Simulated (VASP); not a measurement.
# WSe (P6_3/mmc) in VASP: settings compared, part 2 of 2

VASP 6.6.1. The steps go on from the part before.

### Step 3. Single point, r2SCAN

This run uses another cell than the first one, of 16.52 Å³/atom.

The input, POSCAR:

```
WSe
1.0
    3.1462601996      0.0000000000      0.0000000000
   -1.5731300998      2.7247412598      0.0000000000
    0.0000000000      0.0000000000      7.7092916346
W Se
2 2
Direct
    0.0000000000      0.0000000000      0.0000000000
    0.0000000000      0.0000000000      0.5000000000
    0.3333333333      0.6666666667      0.2500000000
    0.6666666667      0.3333333333      0.7500000000
```

The input, INCAR.step1:

```
  PREC = Accurate
  ENCUT = 550
  ISMEAR = 0
  SIGMA = 0.1
  LREAL = F
  LASPH = T
  NELM = 120
  NBANDS = 28
  GGA = PE
  ALGO = Normal
  EDIFF = 1E-5
  LWAVE = T
  LCHARG = F
  GGA_COMPAT = F
```

The input, INCAR.step2:

```
  PREC = Accurate
  ENCUT = 550
  EDIFF = 1E-6
  ISMEAR = 0
  SIGMA = 0.1
  LREAL = F
  LASPH = T
  NELM = 120
  ALGO = Normal
  ISIF = 2
  LWAVE = F
  LCHARG = F
  METAGGA = R2SCAN
  LMIXTAU = T
  NBANDS = 28
  ISTART = 1
  GGA_COMPAT = F
```

The input, KPOINTS:

```
Automatic mesh
0
Gamma
  18 18 6
```

Potentials or basis: VASP PAW PBE potentials, release 64 (W_sv, Se).

Started as:

```bash
cat potpaw_PBE.64/W_sv/POTCAR potpaw_PBE.64/Se/POTCAR > POTCAR
cp INCAR.step1 INCAR
mpirun -np 1 vasp_std > vasp.out
cp INCAR.step2 INCAR
mpirun -np 1 vasp_std > vasp.out
```

OUTCAR:

```text
PREC = Accurate
   ENCUT = 550
   EDIFF = 1E-6
   ISMEAR = 0
   LREAL = F
   LASPH = T
   NELM = 120
   ISIF = 2
   METAGGA = R2SCAN
   ISTART = 1

 ion  position               nearest neighbor table
   1  0.000  0.000  0.000-   3 2.65   4 2.65   4 2.65   3 2.65   4 2.65   3 2.65
   2  0.000  0.000  0.500-   3 2.65   4 2.65   4 2.65   3 2.65   4 2.65   3 2.65
   3  0.333  0.667  0.250-   1 2.65   2 2.65   1 2.65   2 2.65   1 2.65   2 2.65
   4  0.667  0.333  0.750-   1 2.65   2 2.65   1 2.65   2 2.65   1 2.65   2 2.65

  LATTYP: Found a hexagonal cell.
 ALAT       =     3.1462601996
 C/A-ratio  =     2.4503032634

  Lattice vectors:

 A1 = (   3.1462601996,   0.0000000000,   0.0000000000)
 A2 = (  -1.5731300998,   2.7247412598,   0.0000000000)
 A3 = (   0.0000000000,   0.0000000000,   7.7092916346)

Analysis of symmetry for initial positions (statically):
=====================================================================
 Subroutine PRICEL returns:
 Original cell was already a primitive cell.

[... 169 lines left out ...]
  ext. energy  EPLUGINS =         0.00000000
  ---------------------------------------------------
  free energy    TOTEN  =      -128.99730119 eV

  energy without entropy =     -128.98049239  energy(sigma->0) =     -128.98889679

 E-fermi :  10.0590     XC(G=0): -13.3302

 val. band max:       10.0544831352   @ k =   0.4444   0.0556   0.3333
 cond. band min:      10.0590158882   @ k =   0.2778   0.2222   0.1667
 fundamental gap:      0.0045327530
 Fermi energy:        10.0590011843

 k-point     1 :       0.0000    0.0000    0.0000
  band No.  band energies     occupation
      1     -66.4709      2.00000
      2     -66.4705      2.00000
      3     -30.2097      2.00000
      4     -30.1622      2.00000
      5     -29.8457      2.00000
      6     -29.8457      2.00000
[... 733 lines left out ...]
     27      15.0689      0.00000
     28      15.2074      0.00000

 [... further k-points ...]
[... 5 lines left out ...]
  --------------------------------------------------------------------------------------
  -------------------------------------------------------------------------------------
  Total       -0.6130413     -0.6130413     -1.5715824      0.0000000      0.0000000      0.0000000
  in kB      -14.8616133    -14.8616133    -38.0989807      0.0000000      0.0000000      0.0000000
  external PRESSURE =     -22.6074024 kB  Pullay stress =       0.0000000 kB

 VOLUME and BASIS-vectors are now :
 -----------------------------------------------------------------------------
  energy-cutoff  :      550.00
  volume of cell :       66.09
      direct lattice vectors                 reciprocal lattice vectors
     3.146260200  0.000000000  0.000000000     0.317837666  0.183503662  0.000000000
    -1.573130100  2.724741260  0.000000000     0.000000000  0.367007325  0.000000000
     0.000000000  0.000000000  7.709291635     0.000000000  0.000000000  0.129713604

 POSITION                                       TOTAL-FORCE (eV/Angst)
 -----------------------------------------------------------------------------------
      0.00000      0.00000      0.00000        -0.000000      0.000000     -0.000000
      0.00000      0.00000      3.85465        -0.000000      0.000000     -0.000000
     -0.00000      1.81649      1.92732         0.000000     -0.000000     -0.000000
      1.57313      0.90825      5.78197         0.000000      0.000000      0.000000
 -----------------------------------------------------------------------------------
    total drift:                               -0.000000      0.000000      0.000000

  FREE ENERGIE OF THE ION-ELECTRON SYSTEM (eV)
  ---------------------------------------------------
  free  energy   TOTEN  =      -128.9973011917 eV

  energy  without entropy=     -128.9804923886  energy(sigma->0) =     -128.98889679
```

OUTCAR.step1:

```text
PREC = Accurate
   ENCUT = 550
   ISMEAR = 0
   LREAL = F
[... 975 lines left out ...]
      0.00000      0.00000      0.00000         0.000000      0.000000      0.000000
      0.00000      0.00000      3.85465         0.000000      0.000000      0.000000
     -0.00000      1.81649      1.92732        -0.000000      0.000000      0.000000
      1.57313      0.90825      5.78197        -0.000000     -0.000000      0.000000
 -----------------------------------------------------------------------------------
    total drift:                               -0.000000      0.000000      0.000000

  FREE ENERGIE OF THE ION-ELECTRON SYSTEM (eV)
  ---------------------------------------------------
  free  energy   TOTEN  =       -30.8058202940 eV

  energy  without entropy=      -30.7883361681  energy(sigma->0) =      -30.79707823
```

OSZICAR.step1:

```text
N       E                     dE             d eps       ncg     rms          rms(c)
DAV:   1     0.399175257482E+03    0.39918E+03   -0.21819E+04  8352   0.157E+03
DAV:   2    -0.103851125343E+02   -0.40956E+03   -0.39908E+03  9216   0.446E+02
DAV:   3    -0.314884223335E+02   -0.21103E+02   -0.20446E+02 10232   0.919E+01
DAV:   4    -0.319024256896E+02   -0.41400E+00   -0.40974E+00  9624   0.124E+01
DAV:   5    -0.319068412148E+02   -0.44155E-02   -0.44137E-02  9612   0.138E+00    0.245E+01
DAV:   6    -0.309135638882E+02    0.99328E+00   -0.33520E+00  9632   0.119E+01    0.944E+00
DAV:   7    -0.308181021472E+02    0.95462E-01   -0.27155E-01  9084   0.271E+00    0.323E+00
DAV:   8    -0.308062755719E+02    0.11827E-01   -0.44470E-02  9440   0.126E+00    0.318E-01
DAV:   9    -0.308057608725E+02    0.51470E-03   -0.25855E-03  9484   0.321E-01    0.112E-01
DAV:  10    -0.308058062825E+02   -0.45410E-04   -0.26889E-04  9192   0.136E-01    0.409E-02
DAV:  11    -0.308058205553E+02   -0.14273E-04   -0.24894E-05  5736   0.356E-02    0.681E-03
DAV:  12    -0.308058202940E+02    0.26126E-06   -0.22869E-06  4460   0.125E-02
   1 F= -.30805820E+02 E0= -.30797078E+02  d E =-.174841E-01
```

Run time: 28 min. Hardware: 1 thread of Oxide Virtual Turin-like, shared host; peak memory 0.34 GiB.

Results:

- Free energy: -128.9973 eV
- Pressure: -2.3 GPa
- Band gap on the k mesh: zero (bands 20 and 21 overlap by 1.44 eV)

Levels at points of the mesh, in eV from the Fermi level:
```
           k point  band 16  band 17  band 18  band 19  band 20  band 21  band 22  band 23  band 24  band 25
(0.00, 0.00, 0.00)    -1.80    -1.46    -1.46    -0.54    -0.54    -0.31    -0.31     0.64     0.64     2.99
(0.50, 0.00, 0.00)    -4.03    -3.95    -2.37    -0.40    -0.32     1.21     2.54     2.62     3.14     3.20
(0.00, 0.00, 0.50)    -2.68    -2.68    -2.68    -0.30    -0.30    -0.30    -0.30     2.29     2.29     2.29
(0.50, 0.00, 0.50)    -3.74    -3.60    -3.60     0.42     0.42     2.02     2.02     2.42     2.42     2.60
```

Caveat: the PAW data sets were made with another functional, which shifts forces and pressure a little; spin-orbit coupling is left out, which moves the levels of the heavy elements.

The gap in the log of VASP goes by the Fermi energy; the results here count the filled bands.